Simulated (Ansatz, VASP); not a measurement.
# One calculation of In, two programs

```
In
1.0
    -3.19354    2.85846    1.46481
     2.85846   -3.19354    1.46481
     2.85240    2.85240   -2.07850
In
2
Direct
  0.99153 0.00847 0.00000
  0.75847 0.24153 0.50000
```

Alike in both runs: task single point; functional LDA; k mesh 15 × 15 × 10; occupations fermi-dirac, width 0.1 eV; no spin polarisation.

|  | VASP | Ansatz |
| --- | --- | --- |
| version | VASP 6.6.1 | Ansatz 0.2.0 |
| potentials or method | VASP PAW LDA potentials, release 64 (In_d), cutoff 520 eV | plane waves (420 eV) with PAW, scalar-relativistic |
| valence electrons in the cell | 26 | 26 |

|  | VASP | Ansatz | Ansatz less VASP |
| --- | --- | --- | --- |
| pressure (GPa) | 5.1 | 5.0 | -0.09 |
| traceless stress, the component that is largest in VASP (GPa) | -0.46 | -0.46 | +0.009 |

Ansatz warns that its potentials were made for another functional, while VASP's fit it. LDA's correlation is that of Perdew and Zunger in VASP and of Perdew and Wang (1992) in Ansatz.
